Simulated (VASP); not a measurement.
GaO: relaxation of shape and atoms at fixed volume with PBE

Crystal: GaO.

```xyz
8
Lattice="3.0838 0.0000 0.0000 -1.5419 2.6707 0.0000 0.0000 0.0000 13.8212" Properties=species:S:1:pos:R:3 pbc="T T T"
Ga    0.0000    1.7804    2.2110
Ga    1.5419    0.8902    9.1216
Ga    0.0000    1.7804    4.6996
Ga    1.5419    0.8902   11.6102
O     0.0000    1.7804    8.3987
O     1.5419    0.8902    1.4881
O     0.0000    1.7804   12.3331
O     1.5419    0.8902    5.4225
```

| Quantity | Value |
| --- | --- |
| Program | VASP 6.6.1 |
| Task | relaxation of shape and atoms at fixed volume |
| Functional | PBE |
| Potentials or basis | VASP PAW PBE potentials, release 64 (Ga_d, O) |
| Cutoff | 600 eV |
| k mesh | 12 × 12 × 2 |
| Occupations | gaussian, width 0.01 eV |
| Spin | no spin polarisation |
| Dipole correction | no |
| Further INCAR settings | ALGO = Normal; EDIFF = 1e-06; IBRION = 2; EDIFFG = -0.001; NSW = 80; ISIF = 4 |

```yaml
Energy_gained_by_relaxing: 3.0 meV/atom
Ionic_steps: 14
Pressure_after_relaxing: 0.0 GPa
Band_gap_on_the_k_mesh: 1.11 eV (least direct gap 1.21 eV)
```

The path:
```tsv
step	energy change (eV)	largest force (eV/Å)	pressure (GPa)	volume (Å³)
1	0.0000	0.2294	2.68	113.83
2	-0.0072	0.2191	1.75	113.83
3	-0.0075	0.1596	1.87	113.83
4	-0.0127	0.1311	1.60	113.83
5	-0.0220	0.0496	0.57	113.83
6	-0.0142	0.1138	-1.29	113.83
7	-0.0233	0.0348	0.06	113.83
8	-0.0239	0.0066	0.01	113.83
9	-0.0239	0.0048	0.00	113.83
10	-0.0239	0.0072	0.00	113.83
11	-0.0239	0.0136	-0.04	113.83
12	-0.0239	0.0010	0.01	113.83
13	-0.0239	0.0017	-0.01	113.83
14	-0.0239	0.0009	-0.01	113.83
```

Final structure:
```
Ga O
1.0
     3.11071    0.00000    0.00000
    -1.55536    2.69395    0.00000
     0.00000    0.00000   13.58333
Ga O
4 4
Direct
  0.33333 0.66667 0.15783
  0.66667 0.33333 0.65783
  0.33333 0.66667 0.34217
  0.66667 0.33333 0.84217
  0.33333 0.66667 0.60432
  0.66667 0.33333 0.10432
  0.33333 0.66667 0.89568
  0.66667 0.33333 0.39568
```

Levels at points of the mesh, in eV from the valence-band top:
```csv
k point,band 35,band 36,band 37,band 38,band 39,band 40,band 41,band 42
"(0.00, 0.00, 0.00)",-2.03,-2.03,-1.18,-0.10,1.11,2.02,4.37,4.69
"(0.50, 0.00, 0.00)",-2.41,-2.21,-0.48,-0.22,2.64,2.98,5.26,5.30
"(0.00, 0.00, 0.50)",-2.04,-2.04,-0.68,-0.68,1.62,1.62,4.54,4.54
"(0.50, 0.00, 0.50)",-2.30,-2.30,-0.35,-0.35,2.80,2.80,5.30,5.30
```

Run time: 34 min on 1 thread of AMD EPYC 7R43 64-Core Processor (Zen 3) (shared host), peak memory 0.37 GiB.

A k mesh can miss the band edges.
